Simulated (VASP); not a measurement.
Here is a VASP 6.6.1 calculation.

File INCAR:

```
SYSTEM = Pt
PREC = Accurate ; ENCUT = 520
EDIFF = 1E-6 ; ISMEAR = 0
SIGMA = 0.1 ; LREAL = .FALSE.
LASPH = .TRUE. ; NELM = 100
ALGO = Normal ; ISIF = 2
LWAVE = .FALSE. ; LCHARG = .FALSE.
GGA = PE ; NBANDS = 17
```

KPOINTS

```
Automatic mesh
0
G
  24 24 24
  0 0 0
```

File POSCAR:

```
Pt
1.0
    0.0000000000      2.3830207867      5.0184144388
    1.3630482782      0.0000000000      5.0184144388
    1.3630482782      2.3830207867      0.0000000000
Pt
2
Direct
    0.1305022862      0.1305022862      0.8694977138
    0.8694977138      0.8694977138      0.1305022862
```

Potentials or basis: VASP PAW PBE potentials, release 64 (Pt).

The run is started by

```bash
$ cat potpaw_PBE.64/Pt/POTCAR > POTCAR
$ mpirun -np 1 vasp_std > vasp.out
```

**Question.** What does it give for the largest force?

**Answer.** 0.006 eV/Å.

**Question.** Estimate the band gap on the k mesh.

**Answer.** Zero (band 10 reaches 10.81 eV, above the bottom of band 11 at 8.58 eV).

**Question.** Predict the pressure.

**Answer.** -0.5 GPa.

Forces on the atoms (eV/Å):
```
Pt   0.000  0.000 -0.006
Pt   0.000  0.000  0.006
```

Caveat: spin-orbit coupling is left out, which moves the levels of the heavy elements.
